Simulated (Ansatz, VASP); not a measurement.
**Two plane-wave programs on BN**

Contents of INCAR:

```
  PREC = Accurate
  ENCUT = 600
  EDIFF = 1E-6
  ISMEAR = 0
  SIGMA = 0.05
  LREAL = False
  LASPH = True
  NELM = 120
  ALGO = Normal
  ISIF = 2
  LWAVE = False
  LCHARG = False
  GGA = PE
  NBANDS = 11
  GGA_COMPAT = False
```

The input KPOINTS:

```
Automatic mesh
0
Gamma
  12 12 12
```

The input POSCAR:

```
BN
1.0
    0.0000000000      1.8123485134      1.8123485134
    1.8123485134      0.0000000000      1.8123485134
    1.8123485134      1.8123485134      0.0000000000
B N
1 1
Direct
   -0.0206913845      0.0206913845      0.0206913845
    0.7659687204      0.7340312796      0.7340312796
```

Input for Ansatz:

```yaml
crystal:
  lattice:
    - [0.0, 1.8123485134, 1.8123485134]
    - [1.8123485134, 0.0, 1.8123485134]
    - [1.8123485134, 1.8123485134, 0.0]
  atoms:
    - { symbol: B, position: [-0.0206913845, 0.0206913845, 0.0206913845] }
    - { symbol: "N", position: [0.7659687204, 0.7340312796, 0.7340312796] }
basis:
  ecutwfc: 420
kpoints:
  mp_grid: { grid: [12, 12, 12] }
hamiltonian:
  xc: pbe
scf:
  occupations: { method: gaussian, width: 0.05 }
output:
  forces: true
  stress: true
  eigenvalues: true
  write_density: true
  write_potential: true
  elf: true
  volumetric_format: npy
```

Change from the starting cell: mode 4 (1026.0 1/cm) frozen in, largest displacement +0.075 Å.

Alike in both runs: task single point; functional PBE; k mesh 12 × 12 × 12; occupations gaussian, width 0.05 eV; no spin polarisation.

|  | VASP | Ansatz |
| --- | --- | --- |
| version | VASP 6.6.1 | Ansatz 0.2.0 |
| potentials or method | VASP PAW PBE potentials, release 64 (B, N), cutoff 600 eV | scalar-relativistic, plane waves, PAW |
| valence electrons in the cell | 8 | 8 |

|  | VASP | Ansatz | Ansatz less VASP |
| --- | --- | --- | --- |
| gap on the k mesh at the Fermi level (eV) | 3.28 | 3.29 | +0.012 |
| least direct gap on the mesh (eV) | 7.20 | 7.21 | +0.005 |
| pressure (GPa) | 4.9 | 5.0 | +0.08 |
| traceless stress, the component that is largest in VASP (GPa) | -2.77 | -2.53 | +0.234 |
| rms of the force components (eV/Å) | 1.754 | 1.745 | -0.0087 |

Atom by atom the forces differ by 0.009 eV/Å (rms over components).
